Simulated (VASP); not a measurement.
# Fe3Ge (P6_3/mmc) in VASP: single point with r2SCAN

Aim: the single point of Fe3Ge with r2SCAN.

All numbers are computed with VASP 6.6.1; they aren't measurements. Logs are shortened: lines on timing, memory, paths and dates and some standing lists are left out, and cuts for length are marked.

## Step 1: The cell of the first run

The structure is hexagonal, space group P6_3/mmc (No. 194). The conventional cell has a = 5.169 Å, b = 5.169 Å, c = 4.222 Å, α = 90.00°, β = 90.00°, γ = 120.00°. Fe (site symmetry mm2) has 8 Fe at 2.50 to 2.67 Å and 4 Ge at 2.58 to 2.61 Å within 3.3 Å. Within 3.4 Å of Ge (site symmetry -6m2) lie 12 Fe at 2.58 to 2.61 Å.

## Step 2: Single point, r2SCAN

Input file POSCAR:

```
Fe3Ge
1.0
    5.1690000000      0.0000000000      0.0000000000
   -2.5845000000      4.4764853100      0.0000000000
    0.0000000000      0.0000000000      4.2220000000
Fe Ge
6 2
Direct
    0.8390000000      0.6780000000      0.2500000000
    0.1610000000      0.8390000000      0.7500000000
    0.3220000000      0.1610000000      0.2500000000
    0.1610000000      0.3220000000      0.7500000000
    0.8390000000      0.1610000000      0.2500000000
    0.6780000000      0.8390000000      0.7500000000
    0.3333333300      0.6666666700      0.2500000000
    0.6666666700      0.3333333300      0.7500000000
```

Input file INCAR.step1:

```
  ALGO = Normal
  EDIFF = 1E-4
  ENCUT = 520
  GGA = PE
  ISMEAR = -1
  LASPH = True
  LCHARG = False
  LREAL = False
  LWAVE = True
  NBANDS = 48
  NELM = 80
  PREC = Accurate
  SIGMA = 0.05
```

Input file INCAR.step2:

```
  ALGO = Normal
  EDIFF = 1E-7
  ENCUT = 520
  ISIF = 2
  ISMEAR = -1
  ISTART = 1
  LASPH = True
  LCHARG = False
  LMIXTAU = True
  LREAL = False
  LWAVE = False
  METAGGA = R2SCAN
  NBANDS = 48
  NELM = 80
  PREC = Accurate
  SIGMA = 0.05
```

Input file KPOINTS:

```
k-points
0
Gamma
  7 7 8
```

Potentials or basis: VASP PAW PBE potentials, release 64 (Fe, Ge_d).

Launch:

```console
$ cat potpaw_PBE.64/Fe/POTCAR potpaw_PBE.64/Ge_d/POTCAR > POTCAR
$ cp INCAR.step1 INCAR
$ mpirun -np 1 vasp_std > vasp.out
$ cp INCAR.step2 INCAR
$ mpirun -np 1 vasp_std > vasp.out
```

OUTCAR:

```text
EDIFF = 1E-7
   ENCUT = 520
   ISIF = 2
   ISMEAR = -1
   ISTART = 1
   LASPH = True
   LREAL = False
   METAGGA = R2SCAN
   NELM = 80
   PREC = Accurate

 ion  position               nearest neighbor table
   1  0.839  0.678  0.250-   3 2.50   5 2.50   2 2.56   6 2.56   2 2.56   6 2.56   7 2.58   7 2.58
                             8 2.61   8 2.61   5 2.67   3 2.67
   2  0.161  0.839  0.750-   4 2.50   6 2.50   3 2.56   3 2.56   1 2.56   1 2.56   8 2.58   8 2.58
                             7 2.61   7 2.61   4 2.67   6 2.67
   3  0.322  0.161  0.250-   1 2.50   5 2.50   2 2.56   2 2.56   4 2.56   4 2.56   7 2.58   7 2.58
                             8 2.61   8 2.61   1 2.67   5 2.67
   4  0.161  0.322  0.750-   2 2.50   6 2.50   5 2.56   3 2.56   3 2.56   5 2.56   8 2.58   8 2.58
                             7 2.61   7 2.61   2 2.67   6 2.67
   5  0.839  0.161  0.250-   1 2.50   3 2.50   6 2.56   6 2.56   4 2.56   4 2.56   7 2.58   7 2.58
                             8 2.61   8 2.61   1 2.67   3 2.67
   6  0.678  0.839  0.750-   4 2.50   2 2.50   5 2.56   5 2.56   1 2.56   1 2.56   8 2.58   8 2.58
                             7 2.61   7 2.61   4 2.67   2 2.67
   7  0.333  0.667  0.250-   3 2.58   1 2.58   5 2.58   5 2.58   3 2.58   1 2.58   2 2.61   2 2.61
                             4 2.61   4 2.61   6 2.61   6 2.61
   8  0.667  0.333  0.750-   6 2.58   4 2.58   2 2.58   2 2.58   6 2.58   4 2.58   5 2.61   5 2.61
                             1 2.61   1 2.61   3 2.61   3 2.61

  LATTYP: Found a hexagonal cell.
 ALAT       =     5.1690000000
 C/A-ratio  =     0.8167924163

  Lattice vectors:

 A1 = (   5.1690000000,   0.0000000000,   0.0000000000)
 A2 = (  -2.5845000000,   4.4764853100,   0.0000000000)
 A3 = (   0.0000000000,   0.0000000000,   4.2220000000)

Analysis of symmetry for initial positions (statically):
=====================================================================
 Subroutine PRICEL returns:
 Original cell was already a primitive cell.

 Routine SETGRP: Setting up the symmetry group for a
 hexagonal supercell.

 Subroutine GETGRP returns: Found 24 space group operations
 (whereof 12 operations were pure point group operations)
 out of a pool of 24 trial point group operations.

The static configuration has the point symmetry D_3d.
 The point group associated with its full space group is D_6h.

Analysis of symmetry for dynamics (positions and initial velocities):
=====================================================================
 Subroutine PRICEL returns:
 Original cell was already a primitive cell.

 Routine SETGRP: Setting up the symmetry group for a
 hexagonal supercell.

[... 120 lines left out ...]
   NSW    =      0    number of steps for IOM
   IBRION =     -1    ionic relax: 0-MD 1-quasi-New 2-CG
   NFREE  =      0    steps in history (QN), initial steepest desc. (CG)
   ISIF   =      2    stress and relaxation
   ISYM   =      2    0-nonsym 1-usesym 2-fastsym
   POTIM  = 0.5000    time-step for ionic-motion
   TEBEG  =    0.0;   TEEND  =   0.0 temperature during run
   PSTRESS=    0.0 pullay stress
   NELECT =      76.0000    total number of electrons
   NUPDOWN=      -1.0000    fix difference up-down
   EMIN   =  10.00;   EMAX   =-10.00  energy-range for DOS
   EFERMI =   0.00;   METHOD = LEGACY
   ISMEAR =    -1;   SIGMA  =   0.05  broadening in eV -4-tet -1-fermi 0-gaus
   EFERMI_NEDOS =   21; number of points for ismear=-14 and -15
   IALGO  =     38    algorithm
   IMIX   =      4    mixing-type and parameters
     AMIX     =   0.40;   BMIX     =  1.00
     AMIX_MAG =   1.60;   BMIX_MAG =  1.00
  volume/ion in A,a.u.               =      12.21        82.41
  Fermi-wavevector in a.u.,A,eV,Ry     =   1.505655  2.845275 30.844355  2.266996
  Thomas-Fermi vector in A             =   2.616475
   LORBIT       =      0    0 simple, 1 ext, 2 COOP (PROOUT), +10 PAW based schemes
   METAGGA = R2SCAN    functional components
   LHFCALC =     F    Hartree Fock is set to
   AEXX    =    0.0000 exact exchange contribution
   IVDW    =     0    specifies the selected vdW correction
   LEPSILON=     F    determine dielectric tensor
   LRPA    =     F    only Hartree local field effects (RPA)
 non-spin polarized calculation
  energy-cutoff  :      520.00
  volume of cell :       97.69
 maximum number of plane-waves:      2667
 NGX is ok and might be reduce to    40
   NGX = 19   NGY = 19   NGZ = 15

 number of electron      76.0000029 magnetization

 Free energy of the ion-electron system (eV)
  ---------------------------------------------------
  ext. energy  EPLUGINS =         0.00000000
  ---------------------------------------------------
  free energy    TOTEN  =      -108.43013181 eV

  energy without entropy =     -108.21572091  energy(sigma->0) =     -108.32292636

 E-fermi :   6.7297     XC(G=0): -14.1778

 val. band max:        6.7292811619   @ k =   0.4286  -0.0000   0.2500
 cond. band min:       6.7368412049   @ k =   0.2857  -0.0000   0.2500
 fundamental gap:      0.0075600430
 Fermi energy:         6.7297443813

 k-point     1 :       0.0000    0.0000    0.0000
  band No.  band energies     occupation
      1     -18.4570      2.00000
      2     -18.4512      2.00000
      3     -18.4512      2.00000
      4     -18.4491      2.00000
      5     -18.4491      2.00000
      6     -18.4481      2.00000
[... 1213 lines left out ...]
     47       9.4823      0.00000
     48       9.5136      0.00000

 [... further k-points ...]
[... 5 lines left out ...]
  --------------------------------------------------------------------------------------
  -------------------------------------------------------------------------------------
  Total      -12.8413655    -12.8413654    -16.1679960      0.0000000     -0.0000000      0.0000000
  in kB     -210.6007257   -210.6007255   -265.1580715      0.0000000     -0.0000000      0.0000000
  external PRESSURE =    -228.7865076 kB  Pullay stress =       0.0000000 kB

 VOLUME and BASIS-vectors are now :
 -----------------------------------------------------------------------------
  energy-cutoff  :      520.00
  volume of cell :       97.69
      direct lattice vectors                 reciprocal lattice vectors
     5.169000000  0.000000000  0.000000000     0.193461018  0.111694771  0.000000000
    -2.584500000  4.476485310  0.000000000     0.000000000  0.223389541  0.000000000
     0.000000000  0.000000000  4.222000000     0.000000000  0.000000000  0.236854571

 POSITION                                       TOTAL-FORCE (eV/Angst)
 -----------------------------------------------------------------------------------
      2.58450      3.03506      1.05550         0.000000     -0.360421      0.000000
     -1.33619      3.75577      3.16650         0.312133     -0.180210     -0.000000
      1.24831      0.72071      1.05550         0.312133      0.180210      0.000000
      0.00000      1.44143      3.16650        -0.000000      0.360421     -0.000000
      3.92069      0.72071      1.05550        -0.312133      0.180210      0.000000
      1.33619      3.75577      3.16650        -0.312133     -0.180210     -0.000000
     -0.00000      2.98432      1.05550        -0.000000      0.000000      0.000000
      2.58450      1.49216      3.16650        -0.000000      0.000000      0.000000
 -----------------------------------------------------------------------------------
    total drift:                               -0.000003      0.000002      0.000000

  FREE ENERGIE OF THE ION-ELECTRON SYSTEM (eV)
  ---------------------------------------------------
  free  energy   TOTEN  =      -108.4301318097 eV

  energy  without entropy=     -108.2157209055  energy(sigma->0) =     -108.32292636
```

OUTCAR.step1:

```text
EDIFF = 1E-4
   ENCUT = 520
   GGA = PE
   ISMEAR = -1
   LASPH = True
   LREAL = False
[... 1478 lines left out ...]
      1.33619      3.75577      3.16650        -0.325193     -0.187750     -0.000000
     -0.00000      2.98432      1.05550         0.000000     -0.000000     -0.000000
      2.58450      1.49216      3.16650         0.000000     -0.000000     -0.000000
 -----------------------------------------------------------------------------------
    total drift:                               -0.000003      0.000002      0.000000

  FREE ENERGIE OF THE ION-ELECTRON SYSTEM (eV)
  ---------------------------------------------------
  free  energy   TOTEN  =       -56.9898922456 eV

  energy  without entropy=      -56.7713456066  energy(sigma->0) =      -56.88061893
```

Run time: 18 min. Hardware: 1 thread of Oxide Virtual Turin-like, shared host; peak memory 0.29 GiB.

Results:

* Free energy: -108.4301 eV
* Pressure: -22.9 GPa
* Largest force: 0.360 eV/Å
* Band gap on the k mesh: zero (band 38 reaches 6.83 eV, above the bottom of band 39 at 6.68 eV)

Forces in eV/Å, atoms in the order of the input:
```
Fe   0.000 -0.360  0.000
Fe   0.312 -0.180  0.000
Fe   0.312  0.180  0.000
Fe   0.000  0.360  0.000
Fe  -0.312  0.180  0.000
Fe  -0.312 -0.180  0.000
Ge   0.000  0.000  0.000
Ge   0.000  0.000  0.000
```

Caveat: the PAW data sets were made with another functional, which shifts forces and pressure a little. Spin polarisation is off, so any magnetic state and its effect on volume and gap are missing.
